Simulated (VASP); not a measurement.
# Ta (I4/mmm) in VASP: a series of runs

Runs on Ta. Level: PBEsol. Tasks: single point.

All numbers are computed with VASP 6.6.1; they aren't measurements. Logs are shortened: lines on timing, memory, paths and dates and some standing lists are left out, and cuts for length are marked.

## Step 1: The cell of the first run

Symmetry: I4/mmm, No. 139, tetragonal system. Conventional cell: a = 3.258 Å, b = 3.258 Å, c = 3.346 Å, α = 90.00°, β = 90.00°, γ = 90.00°. Ta (site symmetry 4/mmm) has 14 Ta at 2.85 to 3.35 Å within 3.8 Å.

## Step 2: Single point, PBEsol (uniaxial strain along a: +2.0 %, then relaxed in part)

Contents of INCAR:

```
PREC = Accurate ; ENCUT = 520
EDIFF = 1E-6 ; ISMEAR = 0
SIGMA = 0.1 ; LREAL = F
LASPH = T ; NELM = 60
ALGO = Fast ; ISIF = 2
LWAVE = F ; LCHARG = F
GGA = PS ; NBANDS = 18
```

Contents of KPOINTS:

```
regular mesh
0
Gamma
  16 16 16
```

Contents of POSCAR:

```
Ta
1.0
    3.3460917286      0.0000000000      0.0000000000
    0.0000000000      3.2578337568      0.0000000000
    0.0000000000      0.0000000000      3.2578337568
Ta
2
Direct
    0.0000000000      0.0000000000      0.0000000000
    0.5000000000      0.5000000000      0.5000000000
```

Potentials or basis: VASP PAW PBE potentials, release 64 (Ta_pv).

Launch:

```console
$ cat potpaw_PBE.64/Ta_pv/POTCAR > POTCAR
$ mpirun -np 1 vasp_std > vasp.out
```

OUTCAR:

```text
PREC = Accurate
   ENCUT = 520
   EDIFF = 1E-6
   ISMEAR = 0
   LREAL = F
   LASPH = T
   NELM = 60
   ISIF = 2
   GGA = PS

 ion  position               nearest neighbor table
   1  0.000  0.000  0.000-   2 2.85   2 2.85   2 2.85   2 2.85   2 2.85   2 2.85   2 2.85   2 2.85

   2  0.500  0.500  0.500-   1 2.85   1 2.85   1 2.85   1 2.85   1 2.85   1 2.85   1 2.85   1 2.85

  LATTYP: Found a simple tetragonal cell.
 ALAT       =     3.2578337568
 C/A-ratio  =     1.0270909992

  Lattice vectors:

 A1 = (   0.0000000000,   3.2578337568,   0.0000000000)
 A2 = (   0.0000000000,   0.0000000000,   3.2578337568)
 A3 = (   3.3460917286,   0.0000000000,   0.0000000000)

Analysis of symmetry for initial positions (statically):
=====================================================================
 Subroutine PRICEL returns following result:

  LATTYP: Found a body centered tetragonal cell.
 ALAT       =     3.2578337568
 C/A-ratio  =     1.0270909992

  Lattice vectors:

 A1 = (  -1.6730458643,   1.6289168784,   1.6289168784)
 A2 = (  -1.6730458643,  -1.6289168784,  -1.6289168784)
 A3 = (   1.6730458643,  -1.6289168784,   1.6289168784)

   2 primitive cells build up your supercell.

 Routine SETGRP: Setting up the symmetry group for a
 simple tetragonal supercell.

 Subroutine GETGRP returns: Found 16 space group operations
 (whereof 16 operations were pure point group operations)
 out of a pool of 16 trial point group operations.

The static configuration has the point symmetry D_4h.

Analysis of symmetry for dynamics (positions and initial velocities):
=====================================================================
 Subroutine PRICEL returns following result:

  LATTYP: Found a body centered tetragonal cell.
 ALAT       =     3.2578337568
 C/A-ratio  =     1.0270909992

  Lattice vectors:

 A1 = (  -1.6730458643,   1.6289168784,   1.6289168784)
 A2 = (  -1.6730458643,  -1.6289168784,  -1.6289168784)
 A3 = (   1.6730458643,  -1.6289168784,   1.6289168784)

   2 primitive cells build up your supercell.

 Routine SETGRP: Setting up the symmetry group for a
 simple tetragonal supercell.

 Subroutine GETGRP returns: Found 16 space group operations
 (whereof 16 operations were pure point group operations)
 out of a pool of 16 trial point group operations.

The dynamic configuration has the point symmetry D_4h.

 Subroutine INISYM returns: Found 16 space group operations
 (whereof 16 operations are pure point group operations),
 and found     2 'primitive' translations

----------------------------------------------------------------------------------------

                                     Primitive cell

  volume of cell :      17.7568

  direct lattice vectors                    reciprocal lattice vectors
    -1.673045864  1.628916878  1.628916878    -0.298856123  0.000000000  0.306952434
    -1.673045864 -1.628916878 -1.628916878    -0.298856123 -0.306952434  0.000000000
     1.673045864 -1.628916878  1.628916878     0.000000000 -0.306952434  0.306952434

  length of vectors
     2.847072682  2.847072682  2.847072682     0.428409592  0.428409592  0.434096295

  position of ions in fractional coordinates (direct lattice)
     0.000000000  0.000000000  0.000000000

  ion indices of the primitive-cell ions
   primitive index   ion index
                 1           1

----------------------------------------------------------------------------------------

 KPOINTS: regular mesh

Automatic generation of k-mesh.
 Grid dimensions read from file:
 generate k-points for:   16   16   16

 Generating k-lattice:

  Cartesian coordinates                     Fractional coordinates (reciprocal lattice)
     0.018678508  0.000000000  0.000000000     0.062500000  0.000000000  0.000000000
     0.000000000  0.019184527  0.000000000     0.000000000  0.062500000  0.000000000
     0.000000000  0.000000000  0.019184527     0.000000000  0.000000000  0.062500000

  Length of vectors
     0.018678508  0.019184527  0.019184527

  Shift w.r.t. Gamma in fractional coordinates (k-lattice)
     0.000000000  0.000000000  0.000000000

 Subroutine IBZKPT returns following result:
 ===========================================

 Found    405 irreducible k-points:

 Following reciprocal coordinates:
            Coordinates               Weight
  0.000000  0.000000  0.000000      1.000000
  0.062500  0.000000  0.000000      2.000000
  0.125000  0.000000  0.000000      2.000000
  0.187500  0.000000  0.000000      2.000000
  0.250000  0.000000  0.000000      2.000000
  0.312500  0.000000  0.000000      2.000000
[... 16 lines left out ...]
  0.250000  0.125000  0.000000      8.000000
  0.312500  0.125000  0.000000      8.000000
 [... further k-points ...]
   k-points           NKPTS =    405   k-points in BZ     NKDIM =    405   number of bands    NBANDS=     18
   number of dos      NEDOS =    301   number of ions     NIONS =      2
   total plane-waves  NPLWV =  16128
   dimension x,y,z NGX =    28 NGY =   24 NGZ =   24
   dimension x,y,z NGXF=    56 NGYF=   48 NGZF=   48
   ions per type =               2
   NGX,Y,Z   is equivalent  to a cutoff of  13.91, 12.25, 12.25 a.u.
   NGXF,Y,Z  is equivalent  to a cutoff of  27.82, 24.49, 24.49 a.u.
 SYSTEM =  unknown system
   PREC   = accura    normal or accurate (medium, high low for compatibility)
   ISTART =      0    job   : 0-new  1-cont  2-samecut
   ICHARG =      2    charge: 1-file 2-atom 10-const
   ISPIN  =      1    spin polarized calculation?
   LNONCOLLINEAR =      F non collinear calculations
   LSORBIT =      F    spin-orbit coupling
   LASPH  =      T    aspherical Exc in radial PAW
   ENCUT  =  520.0 eV  38.22 Ry    6.18 a.u.   6.22  6.06  6.06*2*pi/ulx,y,z
   NELM   =     60;   NELMIN=  2; NELMDL= -5     # of ELM steps
   EDIFF  = 0.1E-05   stopping-criterion for ELM
   LREAL  =      F    real-space projection
   EDIFFG = 0.1E-04   stopping-criterion for IOM
   NSW    =      0    number of steps for IOM
   IBRION =     -1    ionic relax: 0-MD 1-quasi-New 2-CG
   NFREE  =      0    steps in history (QN), initial steepest desc. (CG)
   ISIF   =      2    stress and relaxation
   ISYM   =      2    0-nonsym 1-usesym 2-fastsym
   POTIM  = 0.5000    time-step for ionic-motion
   TEBEG  =    0.0;   TEEND  =   0.0 temperature during run
   PSTRESS=    0.0 pullay stress
   NELECT =      22.0000    total number of electrons
   NUPDOWN=      -1.0000    fix difference up-down
   EMIN   =  10.00;   EMAX   =-10.00  energy-range for DOS
   EFERMI =   0.00;   METHOD = LEGACY
   ISMEAR =     0;   SIGMA  =   0.10  broadening in eV -4-tet -1-fermi 0-gaus
   EFERMI_NEDOS =   21; number of points for ismear=-14 and -15
   IALGO  =     68    algorithm
   IMIX   =      4    mixing-type and parameters
     AMIX     =   0.40;   BMIX     =  1.00
     AMIX_MAG =   1.60;   BMIX_MAG =  1.00
  volume/ion in A,a.u.               =      17.76       119.83
  Fermi-wavevector in a.u.,A,eV,Ry     =   1.395566  2.637238 26.498782  1.947606
  Thomas-Fermi vector in A             =   2.519006
   LORBIT       =      0    0 simple, 1 ext, 2 COOP (PROOUT), +10 PAW based schemes
   GGA     = PS    functional components
   LHFCALC =     F    Hartree Fock is set to
   AEXX    =    0.0000 exact exchange contribution
   IVDW    =     0    specifies the selected vdW correction
   LEPSILON=     F    determine dielectric tensor
   LRPA    =     F    only Hartree local field effects (RPA)
 non-spin polarized calculation
 RMM-DIIS sequential band-by-band and
 Gauss-broadening in eV      SIGMA  =   0.10
  energy-cutoff  :      520.00
  volume of cell :       35.51
 maximum number of plane-waves:       992
 NGX is ok and might be reduce to    28
   NGX = 13   NGY = 13   NGZ = 13

 number of electron      22.0000006 magnetization

 Free energy of the ion-electron system (eV)
  ---------------------------------------------------
  ext. energy  EPLUGINS =         0.00000000
  ---------------------------------------------------
  free energy    TOTEN  =       -25.10078877 eV

  energy without entropy =      -25.08681093  energy(sigma->0) =      -25.09379985

 E-fermi :   5.4317     XC(G=0): -12.8015

 val. band max:        5.4288064727   @ k =   0.1875   0.2500   0.0000
 cond. band min:       5.4367787878   @ k =   0.5000   0.1875   0.0000
 fundamental gap:      0.0079723151
 Fermi energy:         5.4316752235

 k-point     1 :       0.0000    0.0000    0.0000
  band No.  band energies     occupation
      1     -28.4386      2.00000
      2     -28.3690      2.00000
      3     -28.3690      2.00000
      4     -27.5358      2.00000
      5     -27.5313      2.00000
      6     -27.5313      2.00000
[... 10 lines left out ...]
     17      12.4356      0.00000
     18      13.7732      0.00000

 k-point     2 :       0.0625    0.0000    0.0000
  band No.  band energies     occupation
      1     -28.4374      2.00000
      2     -28.3608      2.00000
      3     -28.3608      2.00000
      4     -27.5529      2.00000
      5     -27.5392      2.00000
      6     -27.5392      2.00000
[... 10 lines left out ...]
     17      12.2314      0.00000
     18      13.4830      0.00000

 k-point     3 :       0.1250    0.0000    0.0000
  band No.  band energies     occupation
      1     -28.4331      2.00000
      2     -28.3366      2.00000
      3     -28.3366      2.00000
      4     -27.6025      2.00000
      5     -27.5625      2.00000
      6     -27.5625      2.00000
[... 10 lines left out ...]
     17      11.9748      0.00000
     18      12.7606      0.00000

 k-point     4 :       0.1875    0.0000    0.0000
  band No.  band energies     occupation
      1     -28.4235      2.00000
      2     -28.2974      2.00000
      3     -28.2974      2.00000
      4     -27.6794      2.00000
      5     -27.6005      2.00000
      6     -27.6005      2.00000
[... 375 lines left out ...]
      4     -27.8273      2.00000
      5     -27.6247      2.00000
      6     -27.5424      2.00000
[... 10 lines left out ...]
     17      12.4196      0.00000
     18      13.3255      0.00000

 k-point    23 :       0.2500    0.1250    0.0000
  band No.  band energies     occupation
      1     -28.4915      2.00000
      2     -28.2197      2.00000
      3     -28.1429      2.00000
      4     -27.9359      2.00000
      5     -27.6717      2.00000
      6     -27.5707      2.00000
[... 10 lines left out ...]
     17      12.0785      0.00000
     18      12.3714      0.00000

 k-point    24 :       0.3125    0.1250    0.0000
  band No.  band energies     occupation
      1     -28.4828      2.00000
      2     -28.1599      2.00000
      3     -28.0658      2.00000
      4     -28.0485      2.00000
      5     -27.7291      2.00000
      6     -27.6159      2.00000
[... 10 lines left out ...]
     17      11.4781      0.00000
     18      11.5873      0.00000

 [... further k-points ...]

------------------------ aborting loop because EDIFF is reached ----------------------------------------

  FORCE on cell =-STRESS in cart. coord.  units (eV):
  Direction    XX          YY          ZZ          XY          YZ          ZX
  --------------------------------------------------------------------------------------
  -------------------------------------------------------------------------------------
  Total       -0.6106252      0.0347417      0.0347417     -0.0000000      0.0000000      0.0000000
  in kB      -27.5479695      1.5673491      1.5673491     -0.0000000      0.0000000      0.0000000
  external PRESSURE =      -8.1377571 kB  Pullay stress =       0.0000000 kB

 VOLUME and BASIS-vectors are now :
 -----------------------------------------------------------------------------
  energy-cutoff  :      520.00
  volume of cell :       35.51
      direct lattice vectors                 reciprocal lattice vectors
     3.346091729  0.000000000  0.000000000     0.298856123  0.000000000  0.000000000
     0.000000000  3.257833757  0.000000000     0.000000000  0.306952434  0.000000000
     0.000000000  0.000000000  3.257833757     0.000000000  0.000000000  0.306952434

 POSITION                                       TOTAL-FORCE (eV/Angst)
 -----------------------------------------------------------------------------------
      0.00000      0.00000      0.00000         0.000000     -0.000000     -0.000000
      1.67305      1.62892      1.62892        -0.000000      0.000000      0.000000
 -----------------------------------------------------------------------------------
    total drift:                                0.000000      0.000000      0.000000

  FREE ENERGIE OF THE ION-ELECTRON SYSTEM (eV)
  ---------------------------------------------------
  free  energy   TOTEN  =       -25.1007887722 eV

  energy  without entropy=      -25.0868109259  energy(sigma->0) =      -25.09379985
```

Run time: 8.1 min. Hardware: 1 thread of AMD EPYC, shared host; peak memory 0.28 GiB.

What came out:

| Quantity | Value |
| --- | --- |
| Free energy | -25.1008 eV |
| Pressure | -0.8 GPa |
| Band gap on the k mesh | zero (bands 11 and 12 overlap by 2.99 eV) |

Stress tensor (GPa, compression positive):
```
-2.75  0.00  0.00
 0.00  0.16  0.00
 0.00  0.00  0.16
```

Caveat: the cell differs from its parent crystal (uniaxial strain along a: +2.0 %, then relaxed in part); the PAW data sets were made with another functional, which shifts forces and pressure a little; spin-orbit coupling is left out, which moves the levels of the heavy elements.

(Part 1 of 2 ends here.)
